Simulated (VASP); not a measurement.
# Cs (P6_3/mmc) in VASP: notebook

Runs on Cs. Level: BLYP. Tasks: single point.

Program: VASP 6.6.1. These are calculated values, not measurements. Logs are shortened: lines on timing, memory, paths and dates and some standing lists are left out, and cuts for length are marked.

### Step 1. The cell of the first run

Symmetry: P6_3/mmc, No. 194, hexagonal system. The conventional cell has a = 5.374 Å, b = 5.374 Å, c = 8.788 Å, α = 90.00°, β = 90.00°, γ = 120.00°.

### Step 2. Single point, BLYP (volume scaled by 0.88)

INCAR

```
  PREC = Accurate
  ENCUT = 520
  EDIFF = 1E-6
  ISMEAR = -1
  SIGMA = 0.1
  LREAL = F
  LASPH = T
  NELM = 100
  ALGO = Normal
  ISIF = 2
  LWAVE = F
  LCHARG = F
  GGA = B5
  ALDAX = 1.0
  AGGAX = 1.0
  AGGAC = 1.0
  ALDAC = 0.0
  NBANDS = 16
```

KPOINTS

```
Automatic mesh
0
Gamma
  8 8 4
```

POSCAR

```
Cs
1.0
    5.3738846743      0.0000000000      0.0000000000
   -2.6869423371      4.6539206450      0.0000000000
    0.0000000000      0.0000000000      8.7877034754
Cs
2
Direct
    0.3333333333      0.6666666667      0.2500000000
    0.6666666667      0.3333333333      0.7500000000
```

Potentials or basis: VASP PAW PBE potentials, release 64 (Cs_sv).

Command:

```bash
$ cat potpaw_PBE.64/Cs_sv/POTCAR > POTCAR
$ mpirun -np 1 vasp_std > vasp.out
```

OUTCAR:

```text
PREC = Accurate
   ENCUT = 520
   EDIFF = 1E-6
   ISMEAR = -1
   LREAL = F
   LASPH = T
   NELM = 100
   ISIF = 2
   GGA = B5

 ion  position               nearest neighbor table
   1  0.333  0.667  0.250-
   2  0.667  0.333  0.750-

  LATTYP: Found a hexagonal cell.
 ALAT       =     5.3738846743
 C/A-ratio  =     1.6352608975

  Lattice vectors:

 A1 = (   5.3738846743,   0.0000000000,   0.0000000000)
 A2 = (  -2.6869423371,   4.6539206450,   0.0000000000)
 A3 = (   0.0000000000,   0.0000000000,   8.7877034754)

Analysis of symmetry for initial positions (statically):
=====================================================================
 Subroutine PRICEL returns:
 Original cell was already a primitive cell.

 Routine SETGRP: Setting up the symmetry group for a
 hexagonal supercell.

 Subroutine GETGRP returns: Found 24 space group operations
 (whereof 12 operations were pure point group operations)
 out of a pool of 24 trial point group operations.

The static configuration has the point symmetry D_3d.
 The point group associated with its full space group is D_6h.

Analysis of symmetry for dynamics (positions and initial velocities):
=====================================================================
 Subroutine PRICEL returns:
 Original cell was already a primitive cell.

 Routine SETGRP: Setting up the symmetry group for a
 hexagonal supercell.

 Subroutine GETGRP returns: Found 24 space group operations
 (whereof 12 operations were pure point group operations)
 out of a pool of 24 trial point group operations.

The dynamic configuration has the point symmetry D_3d.
 The point group associated with its full space group is D_6h.

 Subroutine INISYM returns: Found 24 space group operations
 (whereof 12 operations are pure point group operations),
 and found     1 'primitive' translations

----------------------------------------------------------------------------------------

                                     Primitive cell

  volume of cell :     219.7772

  direct lattice vectors                    reciprocal lattice vectors
     5.373884674  0.000000000  0.000000000     0.186085125  0.107436297  0.000000000
    -2.686942337  4.653920645  0.000000000     0.000000000  0.214872594  0.000000000
     0.000000000  0.000000000  8.787703475     0.000000000  0.000000000  0.113795374

  length of vectors
     5.373884674  5.373884674  8.787703475     0.214872594  0.214872594  0.113795374

  position of ions in fractional coordinates (direct lattice)
     0.333333333  0.666666667  0.250000000
     0.666666667  0.333333333  0.750000000

  ion indices of the primitive-cell ions
   primitive index   ion index
                 1           1
                 2           2

----------------------------------------------------------------------------------------

 KPOINTS: Automatic mesh

Automatic generation of k-mesh.
 Grid dimensions read from file:
 generate k-points for:    8    8    4

 Generating k-lattice:

  Cartesian coordinates                     Fractional coordinates (reciprocal lattice)
     0.023260641  0.013429537  0.000000000     0.125000000 -0.000000000  0.000000000
     0.000000000  0.026859074  0.000000000     0.000000000  0.125000000  0.000000000
     0.000000000  0.000000000  0.028448843     0.000000000  0.000000000  0.250000000

  Length of vectors
     0.026859074  0.026859074  0.028448843

  Shift w.r.t. Gamma in fractional coordinates (k-lattice)
     0.000000000  0.000000000  0.000000000

 Subroutine IBZKPT returns following result:
 ===========================================

 Found     30 irreducible k-points:

 Following reciprocal coordinates:
            Coordinates               Weight
  0.000000  0.000000  0.000000      1.000000
  0.125000  0.000000  0.000000      6.000000
  0.250000  0.000000  0.000000      6.000000
  0.375000  0.000000  0.000000      6.000000
  0.500000  0.000000  0.000000      3.000000
  0.125000  0.125000  0.000000      6.000000
[... 16 lines left out ...]
  0.250000  0.000000  0.500000      6.000000
  0.375000  0.000000  0.500000      6.000000
 [... further k-points ...]
   k-points           NKPTS =     30   k-points in BZ     NKDIM =     30   number of bands    NBANDS=     16
   number of dos      NEDOS =    301   number of ions     NIONS =      2
   total plane-waves  NPLWV = 112000
   dimension x,y,z NGX =    40 NGY =   40 NGZ =   70
   dimension x,y,z NGXF=    80 NGYF=   80 NGZF=  140
   ions per type =               2
   NGX,Y,Z   is equivalent  to a cutoff of  12.37, 12.37, 13.24 a.u.
   NGXF,Y,Z  is equivalent  to a cutoff of  24.75, 24.75, 26.49 a.u.
 SYSTEM =  unknown system
   PREC   = accura    normal or accurate (medium, high low for compatibility)
   ISTART =      0    job   : 0-new  1-cont  2-samecut
   ICHARG =      2    charge: 1-file 2-atom 10-const
   ISPIN  =      1    spin polarized calculation?
   LNONCOLLINEAR =      F non collinear calculations
   LSORBIT =      F    spin-orbit coupling
   LASPH  =      T    aspherical Exc in radial PAW
   ENCUT  =  520.0 eV  38.22 Ry    6.18 a.u.   9.99  9.99 16.34*2*pi/ulx,y,z
   NELM   =    100;   NELMIN=  2; NELMDL= -5     # of ELM steps
   EDIFF  = 0.1E-05   stopping-criterion for ELM
   LREAL  =      F    real-space projection
   EDIFFG = 0.1E-04   stopping-criterion for IOM
   NSW    =      0    number of steps for IOM
   IBRION =     -1    ionic relax: 0-MD 1-quasi-New 2-CG
   NFREE  =      0    steps in history (QN), initial steepest desc. (CG)
   ISIF   =      2    stress and relaxation
   ISYM   =      2    0-nonsym 1-usesym 2-fastsym
   POTIM  = 0.5000    time-step for ionic-motion
   TEBEG  =    0.0;   TEEND  =   0.0 temperature during run
   PSTRESS=    0.0 pullay stress
   NELECT =      18.0000    total number of electrons
   NUPDOWN=      -1.0000    fix difference up-down
   EMIN   =  10.00;   EMAX   =-10.00  energy-range for DOS
   EFERMI =   0.00;   METHOD = LEGACY
   ISMEAR =    -1;   SIGMA  =   0.10  broadening in eV -4-tet -1-fermi 0-gaus
   EFERMI_NEDOS =   21; number of points for ismear=-14 and -15
   IALGO  =     38    algorithm
   IMIX   =      4    mixing-type and parameters
     AMIX     =   0.40;   BMIX     =  1.00
     AMIX_MAG =   1.60;   BMIX_MAG =  1.00
  volume/ion in A,a.u.               =     109.89       741.56
  Fermi-wavevector in a.u.,A,eV,Ry     =   0.710948  1.343498  6.877033  0.505448
  Thomas-Fermi vector in A             =   1.797931
   LORBIT       =      0    0 simple, 1 ext, 2 COOP (PROOUT), +10 PAW based schemes
   GGA     = B5    functional components
   LHFCALC =     F    Hartree Fock is set to
   AEXX    =    0.0000 exact exchange contribution
   IVDW    =     0    specifies the selected vdW correction
   LEPSILON=     F    determine dielectric tensor
   LRPA    =     F    only Hartree local field effects (RPA)
 non-spin polarized calculation
  energy-cutoff  :      520.00
  volume of cell :      219.78
 maximum number of plane-waves:      5949
 NGX is ok and might be reduce to    40
   NGX = 19   NGY = 19   NGZ = 33

 number of electron      18.0000000 magnetization

 Free energy of the ion-electron system (eV)
  ---------------------------------------------------
  ext. energy  EPLUGINS =         0.00000000
  ---------------------------------------------------
  free energy    TOTEN  =        -1.06606858 eV

  energy without entropy =       -0.98202492  energy(sigma->0) =       -1.02404675

 E-fermi :   1.0038     XC(G=0):  -5.1017

 val. band max:        0.9957990101   @ k =   0.5000   0.0000   0.2500
 cond. band min:       1.0510774954   @ k =   0.2500   0.0000   0.2500
 fundamental gap:      0.0552784853
 Fermi energy:         1.0038129959

 k-point     1 :       0.0000    0.0000    0.0000
  band No.  band energies     occupation
      1     -22.9148      2.00000
      2     -22.9072      2.00000
      3      -9.8537      2.00000
      4      -9.7166      2.00000
      5      -9.7166      2.00000
      6      -9.6949      2.00000
[... 8 lines left out ...]
     15       3.5558      0.00000
     16       3.5558      0.00000

 k-point     2 :       0.1250    0.0000    0.0000
  band No.  band energies     occupation
      1     -22.9138      2.00000
      2     -22.9067      2.00000
      3      -9.8459      2.00000
      4      -9.7347      2.00000
      5      -9.7223      2.00000
      6      -9.7136      2.00000
[... 8 lines left out ...]
     15       3.5049      0.00000
     16       3.6318      0.00000

 k-point     3 :       0.2500    0.0000    0.0000
  band No.  band energies     occupation
      1     -22.9113      2.00000
      2     -22.9056      2.00000
      3      -9.8251      2.00000
      4      -9.7784      2.00000
      5      -9.7571      2.00000
      6      -9.7354      2.00000
[... 8 lines left out ...]
     15       3.4637      0.00000
     16       3.8216      0.00000

 k-point     4 :       0.3750    0.0000    0.0000
  band No.  band energies     occupation
      1     -22.9085      2.00000
      2     -22.9047      2.00000
      3      -9.8221      2.00000
      4      -9.7988      2.00000
      5      -9.7987      2.00000
      6      -9.7480      2.00000
[... 8 lines left out ...]
     15       3.2563      0.00000
     16       4.2509      0.00000

 k-point     5 :       0.5000    0.0000    0.0000
  band No.  band energies     occupation
      1     -22.9071      2.00000
      2     -22.9046      2.00000
      3      -9.8402      2.00000
      4      -9.8155      2.00000
      5      -9.7835      2.00000
      6      -9.7531      2.00000
[... 8 lines left out ...]
     15       3.1827      0.00000
     16       4.6145      0.00000

 k-point     6 :       0.1250    0.1250    0.0000
  band No.  band energies     occupation
      1     -22.9120      2.00000
      2     -22.9059      2.00000
      3      -9.8316      2.00000
      4      -9.7603      2.00000
      5      -9.7512      2.00000
      6      -9.7266      2.00000
[... 8 lines left out ...]
     15       3.5094      0.00000
     16       3.6630      0.00000

 k-point     7 :       0.2500    0.1250    0.0000
  band No.  band energies     occupation
      1     -22.9093      2.00000
      2     -22.9049      2.00000
      3      -9.8075      2.00000
      4      -9.8003      2.00000
      5      -9.7861      2.00000
      6      -9.7460      2.00000
[... 8 lines left out ...]
     15       3.2153      0.00000
     16       3.9735      0.00000

 k-point     8 :       0.3750    0.1250    0.0000
  band No.  band energies     occupation
      1     -22.9071      2.00000
      2     -22.9046      2.00000
      3      -9.8304      2.00000
      4      -9.8073      2.00000
      5      -9.7837      2.00000
      6      -9.7611      2.00000
[... 8 lines left out ...]
     15       3.0407      0.00000
     16       4.1481      0.00000

 k-point     9 :       0.2500    0.2500    0.0000
  band No.  band energies     occupation
      1     -22.9071      2.00000
      2     -22.9046      2.00000
      3      -9.8138      2.00000
      4      -9.8033      2.00000
      5      -9.7840      2.00000
      6      -9.7663      2.00000
[... 8 lines left out ...]
     15       2.8705      0.00000
     16       3.9398      0.00000
[... 172 lines left out ...]
 k-point    19 :       0.2500    0.2500    0.2500
  band No.  band energies     occupation
      1     -22.9068      2.00000
      2     -22.9050      2.00000
      3      -9.8217      2.00000
      4      -9.8178      2.00000
      5      -9.7731      2.00000
      6      -9.7628      2.00000
[... 8 lines left out ...]
     15       3.0138      0.00000
     16       4.1143      0.00000

 k-point    20 :       0.3750    0.2500    0.2500
  band No.  band energies     occupation
      1     -22.9057      2.00000
      2     -22.9049      2.00000
      3      -9.8251      2.00000
      4      -9.8127      2.00000
      5      -9.7928      2.00000
      6      -9.7655      2.00000
[... 8 lines left out ...]
     15       3.2333      0.00000
     16       4.0671      0.00000

 k-point    21 :       0.0000    0.0000    0.5000
  band No.  band energies     occupation
      1     -22.9110      2.00000
      2     -22.9110      2.00000
      3      -9.7758      2.00000
      4      -9.7758      2.00000
      5      -9.7058      2.00000
      6      -9.7058      2.00000
[... 8 lines left out ...]
     15       3.2598      0.00000
     16       3.2598      0.00000

 k-point    22 :       0.1250    0.0000    0.5000
  band No.  band energies     occupation
      1     -22.9103      2.00000
      2     -22.9103      2.00000
      3      -9.7787      2.00000
      4      -9.7787      2.00000
      5      -9.7185      2.00000
      6      -9.7185      2.00000
[... 8 lines left out ...]
     15       3.3683      0.00000
     16       3.3683      0.00000

 k-point    23 :       0.2500    0.0000    0.5000
  band No.  band energies     occupation
      1     -22.9084      2.00000
      2     -22.9084      2.00000
      3      -9.7985      2.00000
      4      -9.7985      2.00000
      5      -9.7357      2.00000
      6      -9.7357      2.00000
[... 8 lines left out ...]
     15       3.6073      0.00000
     16       3.6073      0.00000

 k-point    24 :       0.3750    0.0000    0.5000
  band No.  band energies     occupation
      1     -22.9066      2.00000
      2     -22.9066      2.00000
      3      -9.8324      2.00000
      4      -9.8324      2.00000
      5      -9.7379      2.00000
      6      -9.7379      2.00000
[... 8 lines left out ...]
     15       3.7321      0.00000
     16       3.7321      0.00000

 [... further k-points ...]

------------------------ aborting loop because EDIFF is reached ----------------------------------------

  FORCE on cell =-STRESS in cart. coord.  units (eV):
  Direction    XX          YY          ZZ          XY          YZ          ZX
  --------------------------------------------------------------------------------------
  -------------------------------------------------------------------------------------
  Total        0.3778754      0.3778754      0.3425781      0.0000000      0.0000000      0.0000000
  in kB        2.7547139      2.7547139      2.4973963      0.0000000      0.0000000      0.0000000
  external PRESSURE =       2.6689414 kB  Pullay stress =       0.0000000 kB

 VOLUME and BASIS-vectors are now :
 -----------------------------------------------------------------------------
  energy-cutoff  :      520.00
  volume of cell :      219.78
      direct lattice vectors                 reciprocal lattice vectors
     5.373884674  0.000000000  0.000000000     0.186085125  0.107436297  0.000000000
    -2.686942337  4.653920645  0.000000000     0.000000000  0.214872594  0.000000000
     0.000000000  0.000000000  8.787703475     0.000000000  0.000000000  0.113795374

 POSITION                                       TOTAL-FORCE (eV/Angst)
 -----------------------------------------------------------------------------------
     -0.00000      3.10261      2.19693         0.000000     -0.000000      0.000000
      2.68694      1.55131      6.59078        -0.000000      0.000000      0.000000
 -----------------------------------------------------------------------------------
    total drift:                               -0.000000      0.000000     -0.000000

  FREE ENERGIE OF THE ION-ELECTRON SYSTEM (eV)
  ---------------------------------------------------
  free  energy   TOTEN  =        -1.0660685775 eV

  energy  without entropy=       -0.9820249184  energy(sigma->0) =       -1.02404675
```

Run time: 2.8 min. Hardware: 1 thread of Oxide Virtual Turin-like, shared host; peak memory 0.31 GiB.

Results:

```yaml
Free_energy: -1.0661 eV
Pressure: 0.3 GPa
Band_gap_on_the_k_mesh: zero (band 9 reaches 1.57 eV, above the bottom of band 10 at -0.06 eV)
```

Levels at points of the mesh, in eV from the Fermi level:
```csv
k point,band 7,band 8,band 9,band 10,band 11,band 12
"(0.00, 0.00, 0.00)",-10.70,-10.70,-1.70,-0.10,0.97,2.26
"(0.50, 0.00, 0.00)",-10.74,-10.72,-0.05,0.42,0.78,0.95
"(0.00, 0.00, 0.50)",-10.71,-10.71,-1.06,-1.06,1.59,1.59
"(0.50, 0.00, 0.50)",-10.74,-10.74,0.13,0.13,1.04,1.04
```

Caveat: the PAW data sets were made with another functional, which shifts forces and pressure a little; spin-orbit coupling is left out, which moves the levels of the heavy elements.

(Continued in part 2 of 2.)
